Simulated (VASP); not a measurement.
Si2W, 9 atoms in the cell. The structure is hexagonal, space group P6_222 (No. 180). Conventional cell: a = 4.566 Å, b = 4.566 Å, c = 6.788 Å, α = 90.00°, β = 90.00°, γ = 120.00°. Si (site symmetry 2) has 7 Si at 2.29 to 3.01 Å and 5 W at 2.55 to 2.81 Å within 3.1 Å. Within 3.4 Å of W (site symmetry 222) lie 10 Si at 2.55 to 2.81 Å and 4 W at 3.21 Å.  This cell differs from its parent crystal: atoms shifted along a free coordinate, c/a of the conventional cell at fixed volume 1.4866.

```yaml
Program: VASP 6.6.1
Task: single point
Functional: PBE
Potentials_or_basis: VASP PAW PBE potentials, release 64 (Si, W_sv)
Cutoff: 520 eV
k_mesh: 9 × 9 × 6
Occupations: gaussian, width 0.03 eV
Spin: no spin polarisation
Dipole_correction: no
Further_INCAR_settings: ALGO = Normal; EDIFF = 1e-06; NBANDS = 43
```

Potentials or basis: VASP PAW PBE potentials, release 64 (Si, W_sv).

The run is started by

```console
$ cat potpaw_PBE.64/Si/POTCAR potpaw_PBE.64/W_sv/POTCAR > POTCAR
$ mpirun -np 1 vasp_std > vasp.out
```

Hardware: 1 thread of Intel(R) Xeon(R) 6975P-C (Granite Rapids), with other jobs on the host.

Task: Estimate the wall time of this run.

Result: It took 110 s on 1 thread of Intel(R) Xeon(R) 6975P-C (Granite Rapids) (shared host), peak memory 0.35 GiB. Counts: scf iterations 14, k points 48.
